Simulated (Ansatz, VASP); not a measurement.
This is a calculation of BiS for VASP 6.6.1.

File INCAR:

```
SYSTEM = BiS
PREC     = Accurate       ! precision mode
ENCUT    = 600            ! plane-wave cutoff, eV
EDIFF    = 1E-6           ! SCF threshold, eV
ISMEAR   = -1             ! smearing method
SIGMA    = 0.05           ! smearing width, eV
LREAL    = .False.        ! projectors in reciprocal space
LASPH    = .True.         ! aspherical terms in the spheres
NELM     = 100            ! most SCF steps
ALGO     = Normal         ! electronic algorithm
ISIF     = 3              ! what is computed and relaxed
LWAVE    = .False.        ! write WAVECAR
LCHARG   = .False.        ! write CHGCAR
GGA      = PS             ! functional
IVDW     = 12             ! dispersion correction
IBRION   = 2              ! ionic algorithm
NSW      = 60             ! ionic steps
EDIFFG   = -0.01          ! ionic threshold
```

KPOINTS

```
Automatic mesh
0
Gamma
  7 7 7
  0 0 0
```

POSCAR

```
BiS
1.0
    4.0029443400      0.0000000000      0.0000000000
    0.0000000000      4.0029443400      0.0000000000
    0.0000000000      0.0000000000      4.0029443400
Bi S
1 1
Direct
    0.5000000000      0.5000000000      0.5000000000
    0.0000000000      0.0000000000      0.0000000000
```

Potentials or basis: VASP PAW PBE potentials, release 64 (Bi_d, S).

Command:

```console
$ cat potpaw_PBE.64/Bi_d/POTCAR potpaw_PBE.64/S/POTCAR > POTCAR
$ mpirun -np 1 vasp_std > vasp.out
```

Problem. Set up the same calculation for Ansatz 0.2.0. Potentials there: Ansatz PAW.

Solution. As run (the cutoff follows the program's own potentials):

The input input.yaml:

```yaml
crystal:
  lattice:
    - [4.00294434, 0.0, 0.0]
    - [0.0, 4.00294434, 0.0]
    - [0.0, 0.0, 4.00294434]
  atoms:
    - { symbol: Bi, position: [0.5, 0.5, 0.5] }
    - { symbol: S, position: [0.0, 0.0, 0.0] }
hamiltonian:
  xc: pbesol
  pseudopotentials: { kind: paw }
  dispersion: d3bj
kpoints:
  mp_grid: { grid: [7, 7, 7] }
scf:
  occupations: { method: fermi_dirac, width: 0.05 }
output:
  forces: true
  stress: true
  eigenvalues: true
relax:
  f_tol: 0.01
  max_steps: 40
  cell: { stress_tol: 0.05 }
```

Potentials or basis: Ansatz PAW.

Run with:

```sh
$ ansatz run input.yaml --threads 2 --pin off --max-ram 5632MiB --backend cpu --events-out ev --progress --plain --runs-dir out
```

Both were run:

|  | VASP | Ansatz | Ansatz less VASP |
| --- | --- | --- | --- |
| gap on the k mesh at the Fermi level, each at its own relaxed structure (eV) | none | none | - |
| relaxed volume (Å³/atom) | 21.23 | 21.22 | -0.013 |
| relaxed cell length with the largest relative difference (Å) | 3.489 | 3.488 | -0.0007 |

VASP's potentials were made for PBE, not for PBEsol. A gap of «none» marks a metal or a gap that the smearing closes.

Spin-orbit coupling is off throughout. Noted on VASP's run: the volume moved by over 15 % at a fixed basis, so the end points are rough. Noted on Ansatz's run: the volume moved by over 15 % at a fixed basis, so the end points are rough; the plane-wave basis is chosen anew once the cell has moved, so the energies of steps on either side of that aren't comparable.
